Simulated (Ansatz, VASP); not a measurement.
Al: VASP beside Ansatz

File INCAR:

```
PREC = Accurate ; ENCUT = 600
EDIFF = 1E-6 ; ISMEAR = -1
SIGMA = 0.15 ; LREAL = False
LASPH = True ; NELM = 60
ALGO = Fast ; ISIF = 3
LWAVE = False ; LCHARG = False
GGA = PE ; IVDW = 12
IBRION = 2 ; NSW = 80
EDIFFG = -0.001
```

The input KPOINTS:

```
Automatic mesh
0
Gamma
  18 18 18
```

File POSCAR:

```
Al
1.0
    0.0000000000      1.9911140014      1.9911140014
    1.9911140014      0.0000000000      1.9911140014
    1.9911140014      1.9911140014      0.0000000000
Al
1
Direct
    0.0000000000      0.0000000000      0.0000000000
```

Input for Ansatz:

```yaml
crystal:
  lattice:
    - [0.0, 1.9911140014, 1.9911140014]
    - [1.9911140014, 0.0, 1.9911140014]
    - [1.9911140014, 1.9911140014, 0.0]
  atoms:
    - { symbol: Al, position: [0.0, 0.0, 0.0] }
basis:
  ecutwfc: 420
kpoints:
  mp_grid: { grid: [18, 18, 18] }
hamiltonian:
  xc: pbe
  dispersion: d3bj
  pseudopotentials: { kind: paw }
scf:
  occupations: { method: fermi_dirac, width: 0.15 }
output:
  forces: true
  stress: true
  eigenvalues: true
relax:
  adjacent_minimum: "off"
  f_tol: 0.001
  max_steps: 60
  cell: { stress_tol: 0.01 }
```

Alike in both runs: task relaxation of cell and atoms; functional PBE; dispersion D3(BJ); k mesh 18 × 18 × 18; occupations fermi-dirac, width 0.15 eV; no spin polarisation.

```csv
,VASP,Ansatz
version,VASP 6.6.1,Ansatz 0.2.0
potentials or method,"VASP PAW PBE potentials, release 64 (Al), cutoff 600 eV","scalar-relativistic, plane waves, PAW"
valence electrons in the cell,3,3
```

|  | VASP | Ansatz | Ansatz less VASP |
| --- | --- | --- | --- |
| gap on the k mesh at the Fermi level, each at its own relaxed structure (eV) | none | none | - |
| relaxed volume (Å³/atom) | 15.80 | 15.81 | +0.006 |
| relaxed cell length with the largest relative difference (Å) | 2.817 | 2.817 | +0.0004 |

A gap of «none» marks a metal or a gap that the smearing closes.
